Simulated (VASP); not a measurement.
Runs of VASP 6.6.1 on LiGaI2. The structure is that of space group P4mm (No. 99), or close to it. The cells are those of the table. 

| task | cell | k mesh | cutoff (eV) | smearing | gap on the mesh (eV) | largest force (eV/Å) |
| --- | --- | --- | --- | --- | --- | --- |
| relaxation of cell and atoms | relaxed from a = 5.463, b = 5.463, c = 5.743 Å, 4 atoms | 4 × 4 × 4 | 600 | gaussian 0.1 eV | 0.21 | 0.03 |
| single point | a = 3.860, b = 3.860, c = 8.158 Å, 4 atoms | 4 × 4 × 2 | 520 | gaussian 0.1 eV | none | 1.49 |
| single point | a = 5.463, b = 5.463, c = 5.743 Å, 4 atoms | 4 × 4 × 2 | 520 | gaussian 0.1 eV | 0.22 | 0.03 |
| single point | a = 5.476, b = 5.476, c = 5.741 Å, 4 atoms | 8 × 8 × 6 | 520 | gaussian 0.01 eV | 0.21 | (a) |
| single point | a = 5.463, b = 5.463, c = 5.743 Å, 4 atoms | 4 × 4 × 4 | 520 | gaussian 0.1 eV | 0.21 | 0.03 |

Alike in all rows: level PBE; potentials or basis VASP PAW PBE potentials, release 64 (Li_sv, Ga_d, I); no spin polarisation.

Estimate the missing entries.

(a) 0.01.

Caveats: some runs use coarse meshes; spin-orbit coupling is left out, which moves the levels of the heavy elements; the relaxation stopped at its first step, so nothing moved (some runs); forces of over 1 eV/Å act on the atoms, so gaps and moduli don't describe the material at rest (some runs).

A k mesh can miss the band edges, and the runs leave out spin-orbit coupling on Ga, I.

A gap of «none» marks levels without a gap at the run's occupations.
